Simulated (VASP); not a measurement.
CuI: single point with r2SCAN

The system is CuI.

```xyz
2
Lattice="0.0000 3.1169 2.8676 3.1169 0.0000 2.8676 3.1169 3.1169 0.0000" Properties=species:S:1:pos:R:3 pbc="T T T"
Cu    4.6754    4.6754    4.3014
I     0.0000    0.0000    0.0000
```

This cell differs from its parent crystal: ratio of the length along z to the lengths across it x 0.92, volume and fractional coordinates fixed.

* Program: VASP 6.6.1
* Task: single point
* Functional: r2SCAN
* Potentials or basis: VASP PAW PBE potentials, release 64 (Cu, I)
* Cutoff: 520 eV
* k mesh: 8 × 8 × 8
* Occupations: gaussian, width 0.05 eV
* Spin: no spin polarisation

```
Pressure               : -0.9 GPa
Band gap on the k mesh : 1.55 eV, direct
```

Stress tensor (GPa, compression positive):
```
-1.39  0.00  0.00
 0.00 -1.39  0.00
 0.00  0.00 -0.04
```

Levels at points of the mesh, in eV from the valence-band top:
```
           k point  band 5  band 6  band 7  band 8  band 9  band 10  band 11  band 12  band 13  band 14
(0.00, 0.00, 0.00)   -1.91   -1.85   -0.11   -0.11    0.00     1.55     5.20     5.20     5.31     8.61
(0.50, 0.00, 0.00)   -1.86   -1.84   -1.81   -0.83   -0.70     2.43     5.41     6.10     7.72     9.52
(0.50, 0.50, 0.00)   -1.85   -1.79   -1.75   -1.55   -1.55     2.68     2.71    10.17    10.29    10.29
(0.50, 0.00, 0.50)   -1.94   -1.86   -1.75   -1.61   -1.45     3.02     3.37     9.42     9.88    10.34
```

Wall time 110 s on 1 thread of Intel(R) Xeon(R) Platinum 8559C (Emerald Rapids), on a shared host, peak memory 0.23 GiB.

Caveat: the PAW data sets were made with another functional, which shifts forces and pressure a little; spin-orbit coupling is left out, which moves the levels of the heavy elements.
